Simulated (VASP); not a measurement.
# BN (Pm) in VASP: notebook

Runs on BN. Level: PBE. Tasks: single point.

Program: VASP 6.6.1. These are calculated values, not measurements. Logs are shortened: lines on timing, memory, paths and dates and some standing lists are left out, and cuts for length are marked.

**1. The cell of the first run**

The structure is monoclinic, space group Pm (No. 6). The conventional cell has a = 2.504 Å, b = 6.661 Å, c = 2.504 Å, α = 90.00°, β = 120.00°, γ = 90.00°. Within 1.6 Å of B (site symmetry m) lie 2 N at 1.18 to 1.40 Å. Within 1.9 Å of B (site symmetry m) lie 3 N at 1.45 Å. Within 1.9 Å of N (site symmetry m) lie 3 B at 1.45 Å. N (site symmetry m) has 2 B at 1.18 to 1.40 Å within 1.6 Å.

**2. Single point, PBE (atom 1 (B) moved by (-0.300, +0.300) A along x and y)**

INCAR reads:

```
PREC     = Accurate       # precision mode
ENCUT    = 520            # plane-wave cutoff, eV
EDIFF    = 1E-7           # SCF threshold, eV
ISMEAR   = 0              # smearing method
SIGMA    = 0.05           # smearing width, eV
LREAL    = F              # projectors in reciprocal space
LASPH    = T              # aspherical terms in the spheres
NELM     = 60             # most SCF steps
ALGO     = Normal         # electronic algorithm
ISIF     = 2              # what is computed and relaxed
LWAVE    = F              # write WAVECAR
LCHARG   = F              # write CHGCAR
GGA      = PE             # functional
NBANDS   = 16             # bands
```

KPOINTS reads:

```
Automatic mesh
0
Gamma
  12 12 4
```

POSCAR reads:

```
BN
1.0
    2.5039917043      0.0000000000      0.0000000000
   -1.2519958522      2.1685204268      0.0000000000
    0.0000000000      0.0000000000      6.6612000000
B N
2 2
Direct
    0.2826962170      0.8050098413      0.2500000000
    0.6666666667      0.3333333333      0.7500000000
    0.3333333333      0.6666666667      0.7500000000
    0.6666666667      0.3333333333      0.2500000000
```

Potentials or basis: VASP PAW PBE potentials, release 64 (B, N).

Run with:

```console
cat potpaw_PBE.64/B/POTCAR potpaw_PBE.64/N/POTCAR > POTCAR
mpirun -np 1 vasp_std > vasp.out
```

OUTCAR:

```text
PREC = Accurate
   ENCUT = 520
   EDIFF = 1E-7
   ISMEAR = 0
   LREAL = F
   LASPH = T
   NELM = 60
   ISIF = 2
   GGA = PE

 ion  position               nearest neighbor table
   1  0.283  0.805  0.250-   4 1.18   4 1.40   4 1.86
   2  0.667  0.333  0.750-   3 1.45   3 1.45   3 1.45
   3  0.333  0.667  0.750-   2 1.45   2 1.45   2 1.45
   4  0.667  0.333  0.250-   1 1.18   1 1.40   1 1.86

  LATTYP: Found a hexagonal cell.
 ALAT       =     2.5039917043
 C/A-ratio  =     2.6602324555

  Lattice vectors:

 A1 = (   2.5039917043,   0.0000000000,   0.0000000000)
 A2 = (  -1.2519958522,   2.1685204268,   0.0000000000)
 A3 = (   0.0000000000,   0.0000000000,   6.6612000000)

Analysis of symmetry for initial positions (statically):
=====================================================================
 Subroutine PRICEL returns:
 Original cell was already a primitive cell.

 Routine SETGRP: Setting up the symmetry group for a
 hexagonal supercell.

 Subroutine GETGRP returns: Found  2 space group operations
 (whereof  1 operations were pure point group operations)
 out of a pool of 24 trial point group operations.

The static configuration has the point symmetry C_1 .
 The point group associated with its full space group is C_1h.

Analysis of symmetry for dynamics (positions and initial velocities):
=====================================================================
 Subroutine PRICEL returns:
 Original cell was already a primitive cell.

 Routine SETGRP: Setting up the symmetry group for a
 hexagonal supercell.

 Subroutine GETGRP returns: Found  2 space group operations
 (whereof  1 operations were pure point group operations)
 out of a pool of 24 trial point group operations.

The dynamic configuration has the point symmetry C_1 .
 The point group associated with its full space group is C_1h.

 Subroutine INISYM returns: Found  2 space group operations
 (whereof  1 operations are pure point group operations),
 and found     1 'primitive' translations

----------------------------------------------------------------------------------------

                                     Primitive cell

  volume of cell :      36.1700

  direct lattice vectors                    reciprocal lattice vectors
     2.503991704  0.000000000  0.000000000     0.399362345  0.230571958  0.000000000
    -1.251995852  2.168520427  0.000000000     0.000000000  0.461143915  0.000000000
     0.000000000  0.000000000  6.661200000     0.000000000  0.000000000  0.150123101

[... 90 lines left out ...]
   NSW    =      0    number of steps for IOM
   IBRION =     -1    ionic relax: 0-MD 1-quasi-New 2-CG
   NFREE  =      0    steps in history (QN), initial steepest desc. (CG)
   ISIF   =      2    stress and relaxation
   ISYM   =      2    0-nonsym 1-usesym 2-fastsym
   POTIM  = 0.5000    time-step for ionic-motion
   TEBEG  =    0.0;   TEEND  =   0.0 temperature during run
   PSTRESS=    0.0 pullay stress
   NELECT =      16.0000    total number of electrons
   NUPDOWN=      -1.0000    fix difference up-down
   EMIN   =  10.00;   EMAX   =-10.00  energy-range for DOS
   EFERMI =   0.00;   METHOD = LEGACY
   ISMEAR =     0;   SIGMA  =   0.05  broadening in eV -4-tet -1-fermi 0-gaus
   EFERMI_NEDOS =   21; number of points for ismear=-14 and -15
   IALGO  =     38    algorithm
   IMIX   =      4    mixing-type and parameters
     AMIX     =   0.40;   BMIX     =  1.00
     AMIX_MAG =   1.60;   BMIX_MAG =  1.00
  volume/ion in A,a.u.               =       9.04        61.02
  Fermi-wavevector in a.u.,A,eV,Ry     =   1.247379  2.357205 21.170055  1.555955
  Thomas-Fermi vector in A             =   2.381514
   LORBIT       =      0    0 simple, 1 ext, 2 COOP (PROOUT), +10 PAW based schemes
   GGA     = PE    functional components
   LHFCALC =     F    Hartree Fock is set to
   AEXX    =    0.0000 exact exchange contribution
   IVDW    =     0    specifies the selected vdW correction
   LEPSILON=     F    determine dielectric tensor
   LRPA    =     F    only Hartree local field effects (RPA)
 non-spin polarized calculation
 Gauss-broadening in eV      SIGMA  =   0.05
  energy-cutoff  :      520.00
  volume of cell :       36.17
 maximum number of plane-waves:       992
   NGX =  9   NGY =  9   NGZ = 25

 number of electron      15.9999998 magnetization

 Free energy of the ion-electron system (eV)
  ---------------------------------------------------
  ext. energy  EPLUGINS =         0.00000000
  ---------------------------------------------------
  free energy    TOTEN  =       -32.58406892 eV

  energy without entropy =      -32.58406892  energy(sigma->0) =      -32.58406892

 E-fermi :   4.3270     XC(G=0): -10.0117

 val. band max:        4.1036882157   @ k =   0.0000   0.0000   0.5000
 cond. band min:       5.8250531967   @ k =   0.0000   0.5000   0.5000
 fundamental gap:      1.7213649809
 Fermi energy:         4.3270164998

 k-point     1 :       0.0000    0.0000    0.0000
  band No.  band energies     occupation
      1     -15.6003      2.00000
      2     -15.2938      2.00000
      3      -4.1027      2.00000
      4      -3.2949      2.00000
      5      -2.0633      2.00000
      6       0.8341      2.00000
[... 433 lines left out ...]
      3      -4.3807      2.00000
      4      -2.8425      2.00000
      5      -2.1333      2.00000
      6      -0.9532      2.00000
[... 8 lines left out ...]
     15      16.9258      0.00000
     16      17.4487      0.00000

 [... further k-points ...]

------------------------ aborting loop because EDIFF is reached ----------------------------------------

  FORCE on cell =-STRESS in cart. coord.  units (eV):
  Direction    XX          YY          ZZ          XY          YZ          ZX
  --------------------------------------------------------------------------------------
  -------------------------------------------------------------------------------------
  Total        4.1209344     13.8637869      0.5755185      2.7079119      0.0000000      0.0000000
  in kB      182.5397300    614.1063378     25.4930029    119.9488926      0.0000000      0.0000000
  external PRESSURE =     274.0463569 kB  Pullay stress =       0.0000000 kB

 VOLUME and BASIS-vectors are now :
 -----------------------------------------------------------------------------
  energy-cutoff  :      520.00
  volume of cell :       36.17
      direct lattice vectors                 reciprocal lattice vectors
     2.503991704  0.000000000  0.000000000     0.399362345  0.230571958  0.000000000
    -1.251995852  2.168520427  0.000000000     0.000000000  0.461143915  0.000000000
     0.000000000  0.000000000  6.661200000     0.000000000  0.000000000  0.150123101

 POSITION                                       TOTAL-FORCE (eV/Angst)
 -----------------------------------------------------------------------------------
     -0.30000      1.74568      1.66530        -0.186875    -13.389441      0.000000
      1.25200      0.72284      4.99590         0.001123     -0.000404      0.000000
     -0.00000      1.44568      4.99590        -0.012360     -0.000542      0.000000
      1.25200      0.72284      1.66530         0.198111     13.390386      0.000000
 -----------------------------------------------------------------------------------
    total drift:                                0.000015     -0.000056      0.000000

  FREE ENERGIE OF THE ION-ELECTRON SYSTEM (eV)
  ---------------------------------------------------
  free  energy   TOTEN  =       -32.5840689250 eV

  energy  without entropy=      -32.5840689250  energy(sigma->0) =      -32.58406892
```

It took 1.8 min on 1 thread of Intel Xeon Platinum 8559C (Emerald Rapids), shared host; peak memory 0.22 GiB.

What came out:

* Free energy: -32.5841 eV
* Pressure: 27.4 GPa
* Largest force: 13.392 eV/Å
* Band gap on the k mesh: 1.72 eV (least direct gap 3.28 eV)

Forces on the atoms (eV/Å):
```
B    -0.187 -13.389   0.000
B     0.001   0.000   0.000
N    -0.012  -0.001   0.000
N     0.198  13.390   0.000
```

Levels at points of the mesh, in eV from the valence-band top:
```tsv
k point	band 5	band 6	band 7	band 8	band 9	band 10	band 11	band 12
(0.00, 0.00, 0.00)	-6.17	-3.27	-3.27	0.00	3.28	7.18	8.40	9.65
(0.50, 0.00, 0.00)	-6.07	-3.37	-3.36	-2.40	2.06	3.59	3.87	7.77
(0.00, 0.50, 0.00)	-6.07	-3.76	-3.10	-2.35	1.80	3.19	5.92	7.79
(0.50, 0.50, 0.00)	-8.54	-6.07	-4.46	-2.73	2.84	6.83	7.30	7.94
(0.00, 0.00, 0.50)	-7.19	-3.27	-3.27	0.00	5.40	5.61	7.51	9.65
(0.50, 0.00, 0.50)	-6.07	-3.39	-2.87	-2.83	2.44	2.78	3.93	7.95
(0.00, 0.50, 0.50)	-6.07	-3.77	-2.86	-2.47	1.72	2.76	5.98	7.98
(0.50, 0.50, 0.50)	-8.54	-6.07	-4.30	-2.87	2.79	6.27	7.68	8.01
```

Caveat: the cell differs from its parent crystal (atom 1 (B) moved by (-0.300, +0.300) A along x and y); the stress differs along the axes, from 3 to 61 GPa; this functional lacks dispersion, which binds layers or chains, so the pressure and a relaxed spacing across them are unreliable; forces of over 1 eV/Å act on the atoms, so gaps and moduli don't describe the material at rest.

**3. Single point, PBE (atom 1 (B) moved by (-0.300, -0.150) A along x and y)**

INCAR reads:

```
PREC = Accurate ; ENCUT = 520
EDIFF = 1E-6 ; ISMEAR = 0
SIGMA = 0.05 ; LREAL = F
LASPH = T ; NELM = 100
ALGO = Normal ; ISIF = 2
LWAVE = F ; LCHARG = T
GGA = PE ; LELF = T
LVHAR = T ; NBANDS = 16
```

KPOINTS reads:

```
regular mesh
0
Gamma
  12 12 4
```

POSCAR: that of step 2 with these lines changed.

```diff
@@ -8,3 +8,3 @@
 Direct
-    0.2826962170      0.8050098413      0.2500000000
+    0.1789388361      0.5974950794      0.2500000000
     0.6666666667      0.3333333333      0.7500000000
```

Potentials or basis: VASP PAW PBE potentials, release 64 (B, N).

Run with:

```console
cat potpaw_PBE.64/B/POTCAR potpaw_PBE.64/N/POTCAR > POTCAR
mpirun -np 1 vasp_std > vasp.out
```

OUTCAR:

```text
PREC = Accurate
   ENCUT = 520
   EDIFF = 1E-6
   ISMEAR = 0
   LREAL = F
   LASPH = T
   NELM = 100
   ISIF = 2
   GGA = PE

 ion  position               nearest neighbor table
   1  0.179  0.597  0.250-   4 1.11   4 1.62   4 1.65
   2  0.667  0.333  0.750-   3 1.45   3 1.45   3 1.45
   3  0.333  0.667  0.750-   2 1.45   2 1.45   2 1.45
   4  0.667  0.333  0.250-   1 1.11   1 1.62   1 1.65

  LATTYP: Found a hexagonal cell.
 ALAT       =     2.5039917043
 C/A-ratio  =     2.6602324555

  Lattice vectors:

 A1 = (   2.5039917043,   0.0000000000,   0.0000000000)
 A2 = (  -1.2519958522,   2.1685204268,   0.0000000000)
 A3 = (   0.0000000000,   0.0000000000,   6.6612000000)

Analysis of symmetry for initial positions (statically):
=====================================================================
 Subroutine PRICEL returns:
 Original cell was already a primitive cell.

 Routine SETGRP: Setting up the symmetry group for a
 hexagonal supercell.

 Subroutine GETGRP returns: Found  2 space group operations
 (whereof  1 operations were pure point group operations)
 out of a pool of 24 trial point group operations.

The static configuration has the point symmetry C_1 .
 The point group associated with its full space group is C_1h.

Analysis of symmetry for dynamics (positions and initial velocities):
=====================================================================
 Subroutine PRICEL returns:
 Original cell was already a primitive cell.

 Routine SETGRP: Setting up the symmetry group for a
 hexagonal supercell.

 Subroutine GETGRP returns: Found  2 space group operations
 (whereof  1 operations were pure point group operations)
 out of a pool of 24 trial point group operations.

The dynamic configuration has the point symmetry C_1 .
 The point group associated with its full space group is C_1h.

 Subroutine INISYM returns: Found  2 space group operations
 (whereof  1 operations are pure point group operations),
 and found     1 'primitive' translations

[... 119 lines left out ...]
  volume/ion in A,a.u.               =       9.04        61.02
  Fermi-wavevector in a.u.,A,eV,Ry     =   1.247379  2.357205 21.170055  1.555955
  Thomas-Fermi vector in A             =   2.381514
   LORBIT       =      0    0 simple, 1 ext, 2 COOP (PROOUT), +10 PAW based schemes
   GGA     = PE    functional components
   LHFCALC =     F    Hartree Fock is set to
   AEXX    =    0.0000 exact exchange contribution
   IVDW    =     0    specifies the selected vdW correction
   LEPSILON=     F    determine dielectric tensor
   LRPA    =     F    only Hartree local field effects (RPA)
 non-spin polarized calculation
 Gauss-broadening in eV      SIGMA  =   0.05
  energy-cutoff  :      520.00
  volume of cell :       36.17
 maximum number of plane-waves:       992
   NGX =  9   NGY =  9   NGZ = 25

 number of electron      15.9999998 magnetization

 Free energy of the ion-electron system (eV)
  ---------------------------------------------------
  ext. energy  EPLUGINS =         0.00000000
  ---------------------------------------------------
  free energy    TOTEN  =       -31.63352057 eV

  energy without entropy =      -31.63352057  energy(sigma->0) =      -31.63352057

 E-fermi :   3.9848     XC(G=0):  -9.9935

 val. band max:        3.7090608851   @ k =   0.0000   0.0000   0.0000
 cond. band min:       6.1290313462   @ k =   0.5000   0.0000   0.5000
 fundamental gap:      2.4199704611
 Fermi energy:         3.9847745376

 k-point     1 :       0.0000    0.0000    0.0000
  band No.  band energies     occupation
      1     -15.6403      2.00000
      2     -15.3345      2.00000
      3      -4.1343      2.00000
      4      -2.1146      2.00000
      5      -2.1107      2.00000
      6       0.7897      2.00000
[... 433 lines left out ...]
      3      -3.4449      2.00000
      4      -2.9356      2.00000
      5      -2.1771      2.00000
      6      -1.0597      2.00000
[... 8 lines left out ...]
     15      17.0854      0.00000
     16      17.4305      0.00000

 [... further k-points ...]

------------------------ aborting loop because EDIFF is reached ----------------------------------------

  FORCE on cell =-STRESS in cart. coord.  units (eV):
  Direction    XX          YY          ZZ          XY          YZ          ZX
  --------------------------------------------------------------------------------------
  -------------------------------------------------------------------------------------
  Total       16.7169056      6.2785988      0.5671588      9.7305549      0.0000000      0.0000000
  in kB      740.4872683    278.1150146     25.1227018    431.0218745      0.0000000      0.0000000
  external PRESSURE =     347.9083282 kB  Pullay stress =       0.0000000 kB

 VOLUME and BASIS-vectors are now :
 -----------------------------------------------------------------------------
  energy-cutoff  :      520.00
  volume of cell :       36.17
      direct lattice vectors                 reciprocal lattice vectors
     2.503991704  0.000000000  0.000000000     0.399362345  0.230571958  0.000000000
    -1.251995852  2.168520427  0.000000000     0.000000000  0.461143915  0.000000000
     0.000000000  0.000000000  6.661200000     0.000000000  0.000000000  0.150123101

 POSITION                                       TOTAL-FORCE (eV/Angst)
 -----------------------------------------------------------------------------------
     -0.30000      1.29568      1.66530        23.365467     13.768046      0.000000
      1.25200      0.72284      4.99590        -0.001290     -0.000790      0.000000
     -0.00000      1.44568      4.99590         0.005031      0.003961      0.000000
      1.25200      0.72284      1.66530       -23.369209    -13.771217      0.000000
 -----------------------------------------------------------------------------------
    total drift:                                0.000351      0.000213     -0.000000

  FREE ENERGIE OF THE ION-ELECTRON SYSTEM (eV)
  ---------------------------------------------------
  free  energy   TOTEN  =       -31.6335205717 eV

  energy  without entropy=      -31.6335205717  energy(sigma->0) =      -31.63352057
```

stdout:

```text
POSCAR found type information on POSCAR B N
 POSCAR found :  2 types and       4 ions
 scaLAPACK will be used
 LDA part: xc-table for (Slater+PW92), standard interpolation
 POSCAR, INCAR and KPOINTS ok, starting setup
 FFT: planning ... GRIDC
 FFT: planning ... GRID_SOFT
 FFT: planning ... GRID
 WAVECAR not read
 entering main loop
```

It took 1.7 min on 1 thread of Intel Xeon Platinum 8559C (Emerald Rapids), shared host; peak memory 0.22 GiB.

What came out:

- Free energy: -31.6335 eV
- Pressure: 34.8 GPa
- Largest force: 27.125 eV/Å
- Band gap on the k mesh: 2.42 eV (least direct gap 3.75 eV)

Forces on the atoms (eV/Å):
```
B    23.365  13.768   0.000
B    -0.001  -0.001   0.000
N     0.005   0.004   0.000
N   -23.369 -13.771   0.000
```

Stress tensor (GPa, compression positive):
```
74.05 43.10  0.00
43.10 27.81  0.00
 0.00  0.00  2.51
```

Caveat: the cell differs from its parent crystal (atom 1 (B) moved by (-0.300, -0.150) A along x and y); the stress differs along the axes, from 3 to 74 GPa; this functional lacks dispersion, which binds layers or chains, so the pressure and a relaxed spacing across them are unreliable; forces of over 1 eV/Å act on the atoms, so gaps and moduli don't describe the material at rest.

(Part 1 of 2 ends here.)
